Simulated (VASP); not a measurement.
# SnO (P4/nmm) in VASP: further runs, part 2 of 2

VASP 6.6.1. The steps go on from the part before.

## Step 3: Electric field gradients, PBE (volume scaled by 0.98)

INCAR

```
  PREC = Accurate
  ENCUT = 520
  EDIFF = 1E-8
  ISMEAR = -1
  SIGMA = 0.01
  LREAL = False
  LASPH = True
  NELM = 80
  ALGO = Normal
  ISIF = 2
  LWAVE = False
  LCHARG = False
  GGA = PE
  LEFG = True
  NBANDS = 28
```

KPOINTS

```
Automatic mesh
0
Gamma
  8 8 6
```

POSCAR

```
SnO
1.0
    3.7764824526      0.0000000000      0.0000000000
    0.0000000000      3.7764824526      0.0000000000
    0.0000000000      0.0000000000      4.8035426462
Sn O
2 2
Direct
    0.0000000000      0.5000000000      0.2385000000
    0.5000000000      0.0000000000      0.7615000000
    0.0000000000      0.0000000000      0.0000000000
    0.5000000000      0.5000000000      0.0000000000
```

Potentials or basis: VASP PAW PBE potentials, release 64 (Sn_d, O).

Started as:

```console
$ cat potpaw_PBE.64/Sn_d/POTCAR potpaw_PBE.64/O/POTCAR > POTCAR
$ mpirun -np 1 vasp_std > vasp.out
```

OUTCAR:

```text
PREC = Accurate
   ENCUT = 520
   EDIFF = 1E-8
   ISMEAR = -1
   LREAL = False
   LASPH = True
   NELM = 80
   ISIF = 2
   GGA = PE

 ion  position               nearest neighbor table
   1  0.000  0.500  0.239-   3 2.21   4 2.21   3 2.21   4 2.21   2 3.52   2 3.52   2 3.52   2 3.52
                             2 3.67   2 3.67   2 3.67   2 3.67
   2  0.500  0.000  0.761-   3 2.21   4 2.21   4 2.21   3 2.21   1 3.52   1 3.52   1 3.52   1 3.52
                             1 3.67   1 3.67   1 3.67   1 3.67
   3  0.000  0.000  0.000-   1 2.21   2 2.21   1 2.21   2 2.21
   4  0.500  0.500  0.000-   1 2.21   2 2.21   2 2.21   1 2.21

  LATTYP: Found a simple tetragonal cell.
 ALAT       =     3.7764824526
 C/A-ratio  =     1.2719621252

  Lattice vectors:

 A1 = (   3.7764824526,   0.0000000000,   0.0000000000)
 A2 = (   0.0000000000,   3.7764824526,   0.0000000000)
 A3 = (   0.0000000000,   0.0000000000,   4.8035426462)

Analysis of symmetry for initial positions (statically):
=====================================================================
 Subroutine PRICEL returns:
 Original cell was already a primitive cell.

 Routine SETGRP: Setting up the symmetry group for a
 simple tetragonal supercell.

 Subroutine GETGRP returns: Found 16 space group operations
 (whereof  8 operations were pure point group operations)
 out of a pool of 16 trial point group operations.

The static configuration has the point symmetry D_2d.
 The point group associated with its full space group is D_4h.

Analysis of symmetry for dynamics (positions and initial velocities):
=====================================================================
 Subroutine PRICEL returns:
 Original cell was already a primitive cell.
[... 908 lines left out ...]
     27      16.1502      0.00000
     28      16.1502      0.00000

 [... further k-points ...]
[... 5 lines left out ...]
  --------------------------------------------------------------------------------------
  -------------------------------------------------------------------------------------
  Total        3.0465774      3.0465774      2.3515550      0.0000000      0.0000000      0.0000000
  in kB       71.2502194     71.2502194     54.9957505      0.0000000      0.0000000      0.0000000
  external PRESSURE =      65.8320631 kB  Pullay stress =       0.0000000 kB

 VOLUME and BASIS-vectors are now :
 -----------------------------------------------------------------------------
  energy-cutoff  :      520.00
  volume of cell :       68.51
      direct lattice vectors                 reciprocal lattice vectors
     3.776482453  0.000000000  0.000000000     0.264796676  0.000000000  0.000000000
     0.000000000  3.776482453  0.000000000     0.000000000  0.264796676  0.000000000
     0.000000000  0.000000000  4.803542646     0.000000000  0.000000000  0.208179686

 POSITION                                       TOTAL-FORCE (eV/Angst)
 -----------------------------------------------------------------------------------
      0.00000      1.88824      1.14564         0.000000      0.000000      0.754717
      1.88824      0.00000      3.65790        -0.000000      0.000000     -0.754717
      0.00000      0.00000      0.00000         0.000000      0.000000     -0.000000
      1.88824      1.88824      0.00000         0.000000     -0.000000     -0.000000
 -----------------------------------------------------------------------------------
    total drift:                                0.000000      0.000000      0.000000

  FREE ENERGIE OF THE ION-ELECTRON SYSTEM (eV)
  ---------------------------------------------------
  free  energy   TOTEN  =       -22.6203515288 eV

  energy  without entropy=      -22.6201726772  energy(sigma->0) =      -22.62026210

 Electric field gradients (V/A^2)
---------------------------------------------------------------------
 ion       V_xx      V_yy      V_zz      V_xy      V_xz      V_yz
---------------------------------------------------------------------
   1      84.105    84.105  -168.211     0.000    -0.000     0.000
   2      84.105    84.105  -168.211     0.000     0.000     0.000
   3      -1.324    -1.324     2.648     0.000    -0.000     0.000
   4      -1.324    -1.324     2.648     0.000    -0.000    -0.000
---------------------------------------------------------------------

 Electric field gradients after diagonalization (V/A^2)
 (convention: |V_zz| > |V_xx| > |V_yy|)
----------------------------------------------------------------------
 ion       V_xx      V_yy      V_zz     asymmetry (V_yy - V_xx)/ V_zz
----------------------------------------------------------------------
   1      84.105    84.105  -168.211       0.000
   2      84.105    84.105  -168.211       0.000
   3      -1.324    -1.324     2.648       0.000
   4      -1.324    -1.324     2.648       0.000
----------------------------------------------------------------------

           NMR quadrupolar parameters

 Cq : quadrupolar parameter    Cq=e*Q*V_zz/h
 eta: asymmetry parameters     (V_yy - V_xx)/ V_zz
 Q  : nuclear electric quadrupole moment in mb (millibarn)
----------------------------------------------------------------------
 ion       Cq(MHz)       eta       Q (mb)
----------------------------------------------------------------------
   1      -0.407       0.000       1.000
   2      -0.407       0.000       1.000
   3       0.006       0.000       1.000
   4       0.006       0.000       1.000
----------------------------------------------------------------------
```

Wall time 70 s (1 thread of Intel Xeon 6975P-C (Granite Rapids), shared host); peak memory 0.22 GiB.

Results:

```yaml
Free_energy: -22.6204 eV
Pressure: 6.6 GPa
Largest_force: 0.755 eV/Å
Band_gap_on_the_k_mesh: zero (band 20 reaches 7.55 eV, above the bottom of band 21 at 7.50 eV)
```

Forces on the atoms (eV/Å):
```
Sn   0.000  0.000  0.755
Sn   0.000  0.000 -0.755
O    0.000  0.000  0.000
O    0.000  0.000  0.000
```

Electric field gradients, principal values (V/Å²):
| atom | least | middle | greatest (by size) |
| --- | --- | --- | --- |
| 1 Sn | 84.105 | 84.105 | -168.211 |
| 2 Sn | 84.105 | 84.105 | -168.211 |
| 3 O | -1.324 | -1.324 | 2.648 |
| 4 O | -1.324 | -1.324 | 2.648 |

Caveat: without QUAD_EFG the Cq values of the log hold for a quadrupole moment of 1 mb, not for the nuclei; spin-orbit coupling is left out, which moves the levels of the heavy elements.

## Step 4: Electric field gradients, PBE (volume scaled by 1.01)

INCAR: that of step 3 with these lines changed.

```diff
@@ -7,3 +7,3 @@
   LASPH = True
-  NELM = 80
+  NELM = 60
   ALGO = Normal
```

KPOINTS

```
regular mesh
0
Gamma
  8 8 6
```

POSCAR

```
SnO
1.0
    3.8146313220      0.0000000000      0.0000000000
    0.0000000000      3.8146313220      0.0000000000
    0.0000000000      0.0000000000      4.8520665632
Sn O
2 2
Direct
    0.0000000000      0.5000000000      0.2385000000
    0.5000000000      0.0000000000      0.7615000000
    0.0000000000      0.0000000000      0.0000000000
    0.5000000000      0.5000000000      0.0000000000
```

Potentials or basis: VASP PAW PBE potentials, release 64 (Sn_d, O).

Started as:

```console
$ cat potpaw_PBE.64/Sn_d/POTCAR potpaw_PBE.64/O/POTCAR > POTCAR
$ mpirun -np 1 vasp_std > vasp.out
```

OUTCAR:

```text
PREC = Accurate
   ENCUT = 520
   EDIFF = 1E-8
   ISMEAR = -1
   LREAL = False
   LASPH = True
   NELM = 60
   ISIF = 2
   GGA = PE

 ion  position               nearest neighbor table
   1  0.000  0.500  0.239-   3 2.23   4 2.23   3 2.23   4 2.23   2 3.55   2 3.55   2 3.55   2 3.55
                             2 3.70   2 3.70   2 3.70   2 3.70
   2  0.500  0.000  0.761-   3 2.23   4 2.23   4 2.23   3 2.23   1 3.55   1 3.55   1 3.55   1 3.55
                             1 3.70   1 3.70   1 3.70   1 3.70
   3  0.000  0.000  0.000-   1 2.23   2 2.23   1 2.23   2 2.23
   4  0.500  0.500  0.000-   1 2.23   2 2.23   2 2.23   1 2.23

  LATTYP: Found a simple tetragonal cell.
 ALAT       =     3.8146313220
 C/A-ratio  =     1.2719621252

  Lattice vectors:

 A1 = (   3.8146313220,   0.0000000000,   0.0000000000)
 A2 = (   0.0000000000,   3.8146313220,   0.0000000000)
 A3 = (   0.0000000000,   0.0000000000,   4.8520665632)

Analysis of symmetry for initial positions (statically):
=====================================================================
 Subroutine PRICEL returns:
 Original cell was already a primitive cell.
[... 950 lines left out ...]
      1.90732      0.00000      3.69485        -0.000000      0.000000     -0.288987
      0.00000      0.00000      0.00000         0.000000     -0.000000      0.000000
      1.90732      1.90732      0.00000         0.000000      0.000000      0.000000
 -----------------------------------------------------------------------------------
    total drift:                                0.000000      0.000000      0.000000

  FREE ENERGIE OF THE ION-ELECTRON SYSTEM (eV)
  ---------------------------------------------------
  free  energy   TOTEN  =       -22.6873385483 eV

  energy  without entropy=      -22.6873067701  energy(sigma->0) =      -22.68732266

 Electric field gradients (V/A^2)
---------------------------------------------------------------------
 ion       V_xx      V_yy      V_zz      V_xy      V_xz      V_yz
---------------------------------------------------------------------
   1      82.490    82.490  -164.980    -0.000    -0.000    -0.000
   2      82.490    82.490  -164.980    -0.000     0.000    -0.000
   3      -0.980    -0.980     1.960     0.000    -0.000     0.000
   4      -0.980    -0.980     1.960     0.000     0.000    -0.000
---------------------------------------------------------------------

 Electric field gradients after diagonalization (V/A^2)
 (convention: |V_zz| > |V_xx| > |V_yy|)
----------------------------------------------------------------------
 ion       V_xx      V_yy      V_zz     asymmetry (V_yy - V_xx)/ V_zz
----------------------------------------------------------------------
   1      82.490    82.490  -164.980       0.000
   2      82.490    82.490  -164.980       0.000
   3      -0.980    -0.980     1.960       0.000
   4      -0.980    -0.980     1.960       0.000
----------------------------------------------------------------------

           NMR quadrupolar parameters

 Cq : quadrupolar parameter    Cq=e*Q*V_zz/h
 eta: asymmetry parameters     (V_yy - V_xx)/ V_zz
 Q  : nuclear electric quadrupole moment in mb (millibarn)
----------------------------------------------------------------------
 ion       Cq(MHz)       eta       Q (mb)
----------------------------------------------------------------------
   1      -0.399       0.000       1.000
   2      -0.399       0.000       1.000
   3       0.005       0.000       1.000
   4       0.005       0.000       1.000
----------------------------------------------------------------------
```

Wall time 64 s (1 thread of Intel Xeon 6975P-C (Granite Rapids), shared host); peak memory 0.23 GiB.

What came out:

```yaml
Free_energy: -22.6873 eV
Pressure: 3.4 GPa
Largest_force: 0.289 eV/Å
Band_gap_on_the_k_mesh: 0.07 eV, indirect (least direct gap 1.97 eV)
```

Forces in eV/Å, atoms in the order of the input:
```
Sn   0.000  0.000  0.289
Sn   0.000  0.000 -0.289
O    0.000  0.000  0.000
O    0.000  0.000  0.000
```

Electric field gradients, principal values (V/Å²):
| atom | least | middle | greatest (by size) |
| --- | --- | --- | --- |
| 1 Sn | 82.490 | 82.490 | -164.980 |
| 2 Sn | 82.490 | 82.490 | -164.980 |
| 3 O | -0.980 | -0.980 | 1.960 |
| 4 O | -0.980 | -0.980 | 1.960 |

Caveat: without QUAD_EFG the Cq values of the log hold for a quadrupole moment of 1 mb, not for the nuclei; spin-orbit coupling is left out, which moves the levels of the heavy elements.

## Step 5: Overview

```tsv
cell	gap on the mesh (eV)	pressure (GPa)	largest force (eV/Å)
a = 3.724, b = 3.724, c = 4.737 Å, 4 atoms	none	11.8	1.42
a = 3.776, b = 3.776, c = 4.804 Å, 4 atoms	none	6.6	0.75
a = 3.815, b = 3.815, c = 4.852 Å, 4 atoms	0.07	3.4	0.29
```

Alike in all rows: task electric field gradients; level PBE; potentials or basis VASP PAW PBE potentials, release 64 (Sn_d, O); no spin polarisation; k mesh 8 × 8 × 6; cutoff (eV) 520; smearing fermi-dirac 0.01 eV.

Caveats: spin-orbit coupling is left out, which moves the levels of the heavy elements; forces of over 1 eV/Å act on the atoms, so gaps and moduli don't describe the material at rest (some runs).

Absolute energies hang on the potentials; compare differences alone.
